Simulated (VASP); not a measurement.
Ru: single point with PBE

The system is Ru.

```
Ru
1.0
     2.76793    0.00000    0.00000
    -1.38397    2.39710    0.00000
     0.00000    0.00000    4.64626
Ru
2
Cartesian
  0.0000 1.5981 1.1616
  1.3840 0.7990 3.4847
```

This cell differs from its parent crystal: volume 15.414 Å^3 an atom, c/a of the conventional cell 1.6786.

| Item | Value |
| --- | --- |
| Program | VASP 6.6.1 |
| Task | single point |
| Functional | PBE |
| Potentials or basis | VASP PAW PBE potentials, release 64 (Ru_pv) |
| Cutoff | 520 eV |
| k mesh | 21 × 21 × 12 |
| Occupations | gaussian, width 0.15 eV |
| Spin | no spin polarisation |
| Dipole correction | no |
| Further INCAR settings | ALGO = Fast; EDIFF = 1e-07; NBANDS = 21 |

```
Pressure               : -26.2 GPa
Band gap on the k mesh : zero (band 14 reaches 11.99 eV, above the bottom of band 15 at 9.49 eV)
```

Stress tensor (GPa, compression positive):
```
-19.61   0.00   0.00
  0.00 -19.61   0.00
  0.00   0.00 -39.50
```

Levels at points of the mesh, in eV from the Fermi level:
```csv
k point,band 11,band 12,band 13,band 14,band 15,band 16,band 17,band 18
"(0.00, 0.00, 0.00)",-2.10,-1.65,-1.65,-0.78,-0.78,0.64,0.98,0.98
"(0.00, 0.00, 0.50)",-2.14,-2.14,-2.14,-2.14,0.42,0.42,0.42,0.42
```

It took 87 s on 1 thread of Intel(R) Xeon(R) 6975P-C (Granite Rapids), with other jobs on the host, peak memory 0.28 GiB.
